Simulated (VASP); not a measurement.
A run of VASP 6.6.1 is set up as follows.

INCAR

```
PREC     = Accurate       # precision mode
ENCUT    = 520            # plane-wave cutoff, eV
EDIFF    = 1E-6           # SCF threshold, eV
ISMEAR   = 0              # smearing method
SIGMA    = 0.1            # smearing width, eV
LREAL    = F              # projectors in reciprocal space
LASPH    = T              # aspherical terms in the spheres
NELM     = 80             # most SCF steps
ALGO     = Normal         # electronic algorithm
ISIF     = 2              # what is computed and relaxed
LWAVE    = F              # write WAVECAR
LCHARG   = T              # write CHGCAR
GGA      = PE             # functional
LELF     = T              # ELF
LVHAR    = T            
NBANDS   = 20             # bands
```

The input KPOINTS:

```
regular mesh
0
Gamma
  16 12 8
```

File POSCAR:

```
ScAlN2
1.0
    3.0362996528      0.0000000000      0.0000000000
    0.0000000000      4.2925636978      0.0000000000
    0.0000000000      0.0000000000      6.2592980135
Sc Al N
1 1 2
Direct
    0.0000000000      0.0000000000      0.0000000000
    0.5000000000      0.0000000000      0.5000000000
    0.0000000000      0.0000000000      0.3107258262
    0.0000000000      0.0000000000      0.6892741738
```

Potentials or basis: VASP PAW PBE potentials, release 64 (Sc_sv, Al, N).

Run with:

```bash
$ cat potpaw_PBE.64/Sc_sv/POTCAR potpaw_PBE.64/Al/POTCAR potpaw_PBE.64/N/POTCAR > POTCAR
$ mpirun -np 1 vasp_std > vasp.out
```

Predict the largest force.

0.102 eV/Å.

Estimate the band gap on the k mesh.

zero (bands 12 and 13 overlap by 1.58 eV).

Predict the pressure.

0.2 GPa.

Forces on the atoms (eV/Å):
```
Sc   0.000  0.000  0.000
Al   0.000  0.000  0.000
N    0.000  0.000  0.102
N    0.000  0.000 -0.102
```
